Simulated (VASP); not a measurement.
Wanted: the native input for a VASP 6.6.1 run.

| Quantity | Value |
| --- | --- |
| Task | single point |
| Functional | LDA |
| Potentials or basis | VASP PAW PBE potentials, release 64 (Lu, H) |
| Cutoff | 600 eV |
| k mesh | 8 × 8 × 8 |
| Occupations | fermi-dirac, width 0.02 eV |
| Spin | no spin polarisation |
| Dipole correction | no |
| Further INCAR settings | ALGO = Normal; EDIFF = 1e-06; NBANDS = 20 |

The structure of LuH2 lies in POSCAR:

```
LuH2
1.0
    0.0000000000      2.5248605265      2.5248605265
    2.5248605265      0.0000000000      2.5248605265
    2.5248605265      2.5248605265      0.0000000000
Lu H
1 2
Direct
    0.0000000000      0.0000000000      0.0000000000
    0.2500000000      0.2500000000      0.2500000000
    0.7500000000      0.7500000000      0.7500000000
```

This cell differs from its parent crystal: volume scaled by 1.01.

The input as run:

INCAR

```
SYSTEM = LuH2
PREC     = Accurate       ! precision mode
ENCUT    = 600            ! plane-wave cutoff, eV
EDIFF    = 1E-6           ! SCF threshold, eV
ISMEAR   = -1             ! smearing method
SIGMA    = 0.02           ! smearing width, eV
LREAL    = .FALSE.        ! projectors in reciprocal space
LASPH    = .TRUE.         ! aspherical terms in the spheres
NELM     = 120            ! most SCF steps
ALGO     = Normal         ! electronic algorithm
ISIF     = 2              ! what is computed and relaxed
LWAVE    = .FALSE.        ! write WAVECAR
LCHARG   = .TRUE.         ! write CHGCAR
GGA      = CA             ! functional
LELF     = .TRUE.         ! ELF
LVHAR    = .TRUE.       
NBANDS   = 20             ! bands
GGA_COMPAT= .FALSE.
```

KPOINTS

```
Automatic mesh
0
G
  8 8 8
  0 0 0
```

Potentials or basis: VASP PAW PBE potentials, release 64 (Lu, H).

Run with:

```console
$ cat potpaw_PBE.64/Lu/POTCAR potpaw_PBE.64/H/POTCAR > POTCAR
$ mpirun -np 1 vasp_std > vasp.out
```

Results of the run:

| Item | Value |
| --- | --- |
| Pressure | -6.9 GPa |

Caveat: the PAW data sets were made with another functional, which shifts forces and pressure a little.

It took 60 s on 1 thread of Intel Xeon 8259CL, on a shared host, peak memory 0.18 GiB.
